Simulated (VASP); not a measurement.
Wanted: the native input for a VASP 6.6.1 run.

| Item | Value |
| --- | --- |
| Task | single point |
| Functional | RPBE |
| Potentials or basis | VASP PAW PBE potentials, release 64 (Zr_sv, B) |
| Cutoff | 520 eV |
| k mesh | 10 × 10 × 8 |
| Occupations | fermi-dirac, width 0.1 eV |
| Spin | no spin polarisation |
| Dipole correction | no |
| Further INCAR settings | ALGO = Normal; EDIFF = 1e-07; NBANDS = 16 |

The structure of ZrB2 lies in POSCAR:

```
ZrB2
1.0
    3.1864163082      0.0000000000      0.0000000000
   -1.5932081541      2.7595174699      0.0000000000
    0.0000000000      0.0000000000      3.5623133006
Zr B
1 2
Direct
    0.0000000000      0.0000000000      0.0000000000
    0.3333333333      0.6666666667      0.5000000000
    0.6666666667      0.3333333333      0.5000000000
```

One way to write it, as run:

INCAR

```
ALGO     = Normal         # electronic algorithm
EDIFF    = 1E-7           # SCF threshold, eV
ENCUT    = 520            # plane-wave cutoff, eV
GGA      = RP             # functional
ISIF     = 2              # what is computed and relaxed
ISMEAR   = -1             # smearing method
LASPH    = T              # aspherical terms in the spheres
LCHARG   = F              # write CHGCAR
LREAL    = F              # projectors in reciprocal space
LWAVE    = F              # write WAVECAR
NBANDS   = 16             # bands
NELM     = 80             # most SCF steps
PREC     = Accurate       # precision mode
SIGMA    = 0.1            # smearing width, eV
```

KPOINTS

```
k-points
0
Gamma
  10 10 8
```

Potentials or basis: VASP PAW PBE potentials, release 64 (Zr_sv, B).

Command:

```console
$ cat potpaw_PBE.64/Zr_sv/POTCAR potpaw_PBE.64/B/POTCAR > POTCAR
$ mpirun -np 1 vasp_std > vasp.out
```

Results of the run:

```json
{"Pressure": "0.1 GPa", "Band gap on the k mesh": "zero (band 9 reaches 11.00 eV, above the bottom of band 10 at 10.19 eV)"}
```

Caveat: the PAW data sets were made with another functional, which shifts forces and pressure a little.

Wall time 15 s on 1 thread of AMD EPYC 9R45 96-Core Processor (Zen 5), on a shared host, peak memory 0.13 GiB.
